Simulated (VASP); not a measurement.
# MoS2 (P6_3/mmc) in VASP: further runs, part 2 of 2

VASP 6.6.1. The steps go on from the part before.

**3. Relaxation of the atoms, PBEsol (strain along c alone, the other axes held: -2.0 %)**

Input file INCAR:

```
ALGO = Normal
EDIFF = 1E-6
EDIFFG = -0.008
ENCUT = 520
GGA = PS
IBRION = 2
ISIF = 2
ISMEAR = 0
LASPH = T
LCHARG = F
LREAL = F
LWAVE = F
NELM = 80
NSW = 60
PREC = Accurate
SIGMA = 0.02
```

Input file KPOINTS:

```
k-points
0
Gamma
  12 12 2
```

Input file POSCAR:

```
MoS2
1.0
    3.1413882571      0.0000000000      0.0000000000
   -1.5706941286      2.7205220338      0.0000000000
    0.0000000000      0.0000000000     12.3333869060
Mo S
2 4
Direct
    0.6666666667      0.3333333333      0.2500000000
    0.3333333333      0.6666666667      0.7500000000
    0.6666666667      0.3333333333      0.6261196804
    0.3333333333      0.6666666667      0.3738803196
    0.6666666667      0.3333333333      0.8738803196
    0.3333333333      0.6666666667      0.1261196804
```

Potentials or basis: VASP PAW PBE potentials, release 64 (Mo_sv, S).

Run with:

```console
$ cat potpaw_PBE.64/Mo_sv/POTCAR potpaw_PBE.64/S/POTCAR > POTCAR
$ mpirun -np 1 vasp_std > vasp.out
```

OUTCAR:

```text
EDIFF = 1E-6
   EDIFFG = -0.008
   ENCUT = 520
   GGA = PS
   IBRION = 2
   ISIF = 2
   ISMEAR = 0
   LASPH = T
   LREAL = F
   NELM = 80
   NSW = 60
   PREC = Accurate

 ion  position               nearest neighbor table
   1  0.667  0.333  0.250-   4 2.37   6 2.37   4 2.37   6 2.37   4 2.37   6 2.37
   2  0.333  0.667  0.750-   3 2.37   5 2.37   3 2.37   5 2.37   3 2.37   5 2.37
   3  0.667  0.333  0.626-   2 2.37   2 2.37   2 2.37
   4  0.333  0.667  0.374-   1 2.37   1 2.37   1 2.37
   5  0.667  0.333  0.874-   2 2.37   2 2.37   2 2.37
   6  0.333  0.667  0.126-   1 2.37   1 2.37   1 2.37

  LATTYP: Found a hexagonal cell.
 ALAT       =     3.1413882571
 C/A-ratio  =     3.9260944196

  Lattice vectors:

 A1 = (   3.1413882571,   0.0000000000,   0.0000000000)
 A2 = (  -1.5706941286,   2.7205220338,   0.0000000000)
 A3 = (   0.0000000000,   0.0000000000,  12.3333869060)

Analysis of symmetry for initial positions (statically):
=====================================================================
 Subroutine PRICEL returns:
 Original cell was already a primitive cell.

 Routine SETGRP: Setting up the symmetry group for a
 hexagonal supercell.

 Subroutine GETGRP returns: Found 24 space group operations
[... 184 lines left out ...]
  -------------------------------------------------------------------------------------
  Total        1.4008560      1.4008560      3.9548015     -0.0000000      0.0000000      0.0000000
  in kB       21.2935397     21.2935397     60.1144746     -0.0000000      0.0000000      0.0000000
  external PRESSURE =      34.2338514 kB  Pullay stress =       0.0000000 kB
[... 67 lines left out ...]
--------------------------------------- Ionic step        3  -------------------------------------------

 number of electron      51.9999997 magnetization

 Free energy of the ion-electron system (eV)
  ---------------------------------------------------
  ext. energy  EPLUGINS =         0.00000000
  ---------------------------------------------------
  free energy    TOTEN  =       -46.90181996 eV

  energy without entropy =      -46.90181996  energy(sigma->0) =      -46.90181996

 E-fermi :   7.7614     XC(G=0): -11.0651

 val. band max:        7.5970845379   @ k =   0.0000   0.0000   0.0000
 cond. band min:       8.4815656089   @ k =   0.1667   0.1667   0.0000
 fundamental gap:      0.8844810710
 Fermi energy:         7.7613600544

 k-point     1 :       0.0000    0.0000    0.0000
  band No.  band energies     occupation
      1     -53.7679      2.00000
      2     -53.7679      2.00000
      3     -27.9793      2.00000
      4     -27.9792      2.00000
      5     -27.7176      2.00000
      6     -27.7176      2.00000
[... 805 lines left out ...]
     30       9.3373      0.00000
     31      10.5993      0.00000

 [... further k-points ...]

------------------------ aborting loop because EDIFF is reached ----------------------------------------

  FORCE on cell =-STRESS in cart. coord.  units (eV):
  Direction    XX          YY          ZZ          XY          YZ          ZX
  --------------------------------------------------------------------------------------
  -------------------------------------------------------------------------------------
  Total        0.0717632      0.0717632      0.3455991     -0.0000000     -0.0000000      0.0000000
  in kB        1.0908272      1.0908272      5.2532366     -0.0000000     -0.0000000      0.0000000
  external PRESSURE =       2.4782970 kB  Pullay stress =       0.0000000 kB
[... 21 lines left out ...]
  FREE ENERGIE OF THE ION-ELECTRON SYSTEM (eV)
  ---------------------------------------------------
  free  energy   TOTEN  =       -46.9018199639 eV

  energy  without entropy=      -46.9018199639  energy(sigma->0) =      -46.90181996

 reached required accuracy - stopping structural energy minimisation
```

OSZICAR:

```text
N       E                     dE             d eps       ncg     rms          rms(c)
DAV:   1     0.452948875186E+03    0.45295E+03   -0.29833E+04  2652   0.159E+03
DAV:   2    -0.232090265785E+02   -0.47616E+03   -0.46578E+03  2851   0.401E+02
DAV:   3    -0.491194688654E+02   -0.25910E+02   -0.25739E+02  3045   0.808E+01
[... 21 lines left out ...]
DAV:   8    -0.469018121379E+02    0.12969E-07   -0.11156E-06  1876   0.506E-03
   2 F= -.46901812E+02 E0= -.46901812E+02  d E =-.367897E-01
       N       E                     dE             d eps       ncg     rms          rms(c)
DAV:   1    -0.469018168330E+02   -0.46821E-05   -0.10428E-03  2552   0.125E-01    0.340E-02
DAV:   2    -0.469018201431E+02   -0.33102E-05   -0.46496E-05  2563   0.306E-02    0.151E-02
DAV:   3    -0.469018199639E+02    0.17922E-06   -0.59391E-07  1647   0.498E-03
   3 F= -.46901820E+02 E0= -.46901820E+02  d E =-.367976E-01
```

Run time: 6.3 min. Hardware: 1 thread of Oxide Virtual Turin-like, shared host; peak memory 0.25 GiB.

Results:

| Quantity | Value |
| --- | --- |
| Free energy | -46.9018 eV |
| Energy gained by relaxing | 6.1 meV/atom |
| Ionic steps | 3 |
| Pressure after relaxing | 0.2 GPa |
| Band gap on the k mesh | 0.88 eV (least direct gap 1.73 eV) |

Step by step:
```tsv
step	energy change (eV)	largest force (eV/Å)	pressure (GPa)
1	0.0000	0.6173	3.42
2	-0.0368	0.0093	0.30
3	-0.0368	0.0004	0.25
```

Final structure:
```
Mo S
1.0
     3.14139    0.00000    0.00000
    -1.57069    2.72052    0.00000
     0.00000    0.00000   12.33339
Mo S
2 4
Direct
  0.66667 0.33333 0.25000
  0.33333 0.66667 0.75000
  0.66667 0.33333 0.62367
  0.33333 0.66667 0.37633
  0.66667 0.33333 0.87633
  0.33333 0.66667 0.12367
```

Levels at points of the mesh, in eV from the valence-band top:
```
           k point  band 23  band 24  band 25  band 26  band 27  band 28  band 29  band 30
(0.00, 0.00, 0.00)    -2.11    -1.23    -1.23     0.00     2.20     2.20     2.23     2.23
(0.50, 0.00, 0.00)    -1.67    -1.47    -1.42    -1.30     1.71     1.76     2.10     2.39
(0.00, 0.00, 0.50)    -2.14    -2.14    -0.29    -0.29     2.21     2.21     2.21     2.21
(0.50, 0.00, 0.50)    -1.57    -1.57    -1.35    -1.35     1.73     1.73     2.25     2.25
```

Caveat: the cell differs from its parent crystal (strain along c alone, the other axes held: -2.0 %); the PAW data sets were made with another functional, which shifts forces and pressure a little; this functional lacks dispersion, which binds the layers, so the pressure and a relaxed spacing across them are unreliable.

**4. Relaxation of the atoms, PBEsol (strain along c alone, the other axes held: -6.0 %)**

Input file INCAR:

```
ALGO = Normal
EDIFF = 1E-7
EDIFFG = -0.008
ENCUT = 520
GGA = PS
IBRION = 2
ISIF = 2
ISMEAR = 0
LASPH = True
LCHARG = False
LREAL = False
LWAVE = False
NELM = 60
NSW = 60
PREC = Accurate
SIGMA = 0.02
```

KPOINTS is that of step 3.

Input file POSCAR:

```
MoS2
1.0
    3.1413882571      0.0000000000      0.0000000000
   -1.5706941286      2.7205220338      0.0000000000
    0.0000000000      0.0000000000     11.8299833588
Mo S
2 4
Direct
    0.6666666667      0.3333333333      0.2500000000
    0.3333333333      0.6666666667      0.7500000000
    0.6666666667      0.3333333333      0.6211892313
    0.3333333333      0.6666666667      0.3788107687
    0.6666666667      0.3333333333      0.8788107687
    0.3333333333      0.6666666667      0.1211892313
```

Run with:

```console
$ cat potpaw_PBE.64/Mo_sv/POTCAR potpaw_PBE.64/S/POTCAR > POTCAR
$ mpirun -np 1 vasp_std > vasp.out
```

Wall time 3.8 min (1 thread of Oxide Virtual Turin-like, shared host); peak memory 0.24 GiB.

The run converged. Its results:

```yaml
Free_energy: -46.8583 eV
Energy_gained_by_relaxing: 6.1 meV/atom
Ionic_steps: 3
Pressure_after_relaxing: 1.4 GPa
Band_gap_on_the_k_mesh: 0.64 eV (least direct gap 1.69 eV)
```

Stress tensor (GPa, compression positive):
```
0.60 0.00 0.00
0.00 0.60 0.00
0.00 0.00 2.92
```

The path:
| step | energy change (eV) | largest force (eV/Å) | pressure (GPa) |
| --- | --- | --- | --- |
| 1 | 0.0000 | 0.6253 | 4.58 |
| 2 | -0.0366 | 0.0101 | 1.32 |
| 3 | -0.0366 | 0.0001 | 1.37 |

Final structure:
```
CELL_PARAMETERS angstrom
3.14139 0.00000 0.00000
-1.57069 2.72052 0.00000
0.00000 0.00000 11.82998
ATOMIC_POSITIONS crystal
Mo 0.66667 0.33333 0.25000
Mo 0.33333 0.66667 0.75000
S 0.66667 0.33333 0.61868
S 0.33333 0.66667 0.38132
S 0.66667 0.33333 0.88132
S 0.33333 0.66667 0.11868
```

Levels at points of the mesh, in eV from the valence-band top:
```tsv
k point	band 23	band 24	band 25	band 26	band 27	band 28	band 29	band 30
(0.00, 0.00, 0.00)	-2.33	-1.43	-1.01	0.00	1.98	1.98	2.02	2.02
(0.50, 0.00, 0.00)	-1.97	-1.69	-1.64	-1.48	1.50	1.57	1.87	2.23
(0.00, 0.00, 0.50)	-2.36	-2.36	-0.26	-0.26	1.98	1.98	1.98	1.98
(0.50, 0.00, 0.50)	-1.81	-1.81	-1.56	-1.56	1.52	1.52	2.07	2.07
```

Caveat: the cell differs from its parent crystal (strain along c alone, the other axes held: -6.0 %); the PAW data sets were made with another functional, which shifts forces and pressure a little.

**5. Overview**

| cell | gap on the mesh (eV) | pressure (GPa) |
| --- | --- | --- |
| atoms relaxed from a = 3.141, b = 3.141, c = 12.082 Å, angles 90.0, 90.0, 120.0°, 6 atoms, atomic positions A | 0.76 | 0.7 |
| atoms relaxed from a = 3.141, b = 3.141, c = 12.333 Å, angles 90.0, 90.0, 120.0°, 6 atoms, atomic positions B | 0.88 | 0.2 |
| atoms relaxed from a = 3.141, b = 3.141, c = 11.830 Å, angles 90.0, 90.0, 120.0°, 6 atoms, atomic positions C | 0.64 | 1.4 |

Alike in all rows: task relaxation of the atoms; level PBEsol; potentials or basis VASP PAW PBE potentials, release 64 (Mo_sv, S); no spin polarisation; k mesh 12 × 12 × 2; cutoff (eV) 520; smearing gaussian 0.02 eV.

Caveats: the PAW data sets were made with another functional, which shifts forces and pressure a little; this functional lacks dispersion, which binds the layers, so the pressure and a relaxed spacing across them are unreliable (at least some runs).

Total energies depend on the potentials used, so only differences within one code and one set of settings carry meaning.
